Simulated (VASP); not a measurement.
**H4CO: single point with PBE+D3(BJ)**

H4CO:

```
C O H
1.0
     8.46330    0.00000    0.00000
     0.00000    8.32992    0.00000
     0.00000    0.00000    8.67458
C O H
6 6 24
Direct
  0.05246 0.20124 0.60642
  0.31839 0.66041 0.85142
  0.87692 0.64871 0.28338
  0.66020 0.59414 0.60442
  0.57538 0.17096 0.04607
  0.52747 0.03254 0.47116
  0.95210 0.34749 0.58736
  0.43274 0.67073 0.97055
  0.91982 0.70326 0.13000
  0.70279 0.57338 0.77894
  0.41798 0.12151 0.11605
  0.66014 0.12301 0.53849
  0.05583 0.10929 0.51076
  0.02331 0.41291 0.51325
  0.17367 0.21198 0.59904
  0.99698 0.15544 0.70228
  0.38162 0.65571 0.75061
  0.48611 0.56247 0.98114
  0.24768 0.54960 0.85371
  0.23275 0.75637 0.86494
  0.81232 0.54630 0.25812
  0.87589 0.79396 0.07543
  0.98859 0.59080 0.34113
  0.80900 0.74549 0.32828
  0.56288 0.50190 0.57297
  0.67012 0.66875 0.83593
  0.65791 0.72946 0.57263
  0.76637 0.58637 0.52318
  0.64129 0.06208 0.01567
  0.37498 0.07379 0.02061
  0.53400 0.23072 0.94278
  0.65788 0.25758 0.10463
  0.41232 0.09645 0.49870
  0.63218 0.21693 0.46469
  0.54938 0.02227 0.34662
  0.52051 0.92237 0.51208
```

| Item | Value |
| --- | --- |
| Program | VASP 6.6.1 |
| Task | single point |
| Functional | PBE |
| Dispersion | D3(BJ) |
| Potentials or basis | VASP PAW PBE potentials, release 64 (C, O, H) |
| Cutoff | 520 eV |
| k mesh | 1 × 1 × 1 |
| Occupations | fermi-dirac, width 0.05 eV |
| Spin | no spin polarisation |

```
Pressure                   : -0.7 GPa
Largest force              : 4.937 eV/Å
Band gap on the k mesh     : 4.09 eV
Dispersion energy per atom : -0.022 eV
```

Forces in eV/Å, atoms in the order of the input:
```
C   -2.340  0.181 -2.618
C   -1.127 -0.963  1.731
C    2.251  0.542 -1.874
C    1.405  1.058  0.775
C   -0.929 -0.028 -0.122
C   -0.091  4.121 -1.256
O    3.254  0.230 -2.341
O    0.982 -1.282  1.290
O    1.827 -0.973 -0.720
O   -0.202 -0.161 -2.729
O    1.603  0.343 -0.659
O   -1.828  1.571 -2.273
H   -1.538  0.393  0.006
H   -1.734 -0.779  1.393
H    2.706  1.445  1.270
H   -0.234 -1.522  2.226
H    0.884  0.478 -2.859
H   -0.770  1.502 -0.278
H   -0.075 -0.193  0.339
H    0.065  0.531 -0.177
H   -1.896 -1.822  0.130
H   -0.632  0.236  1.036
H   -1.234  1.742 -0.371
H   -0.257  0.393  1.577
H    1.072  1.651  0.302
H   -0.250  0.101 -0.422
H   -1.612 -1.323  0.909
H   -0.520 -1.450  1.394
H    0.126 -0.009  0.013
H   -0.254  0.055  0.908
H    0.587  0.309 -0.718
H   -1.107 -0.627  0.488
H    0.692 -0.460 -0.488
H    1.793 -0.947  2.067
H   -0.518  0.113 -0.071
H   -0.099 -4.456  2.124
```

Stress tensor (GPa, compression positive):
```
-1.12  0.74 -0.39
 0.74 -0.14  0.19
-0.39  0.19 -0.77
```

Levels at points of the mesh, in eV from the valence-band top:
```
           k point  band 38  band 39  band 40  band 41  band 42  band 43  band 44  band 45  band 46  band 47
(0.00, 0.00, 0.00)    -0.45    -0.18    -0.12    -0.09     0.00     4.09     4.91     5.38     5.53     5.74
```

Run time: 84 s on 1 thread of Intel(R) Xeon(R) Platinum 8488C (Sapphire Rapids), on a shared host, peak memory 0.57 GiB.

Caveat: the k points lie up to 0.75 Å⁻¹ apart.
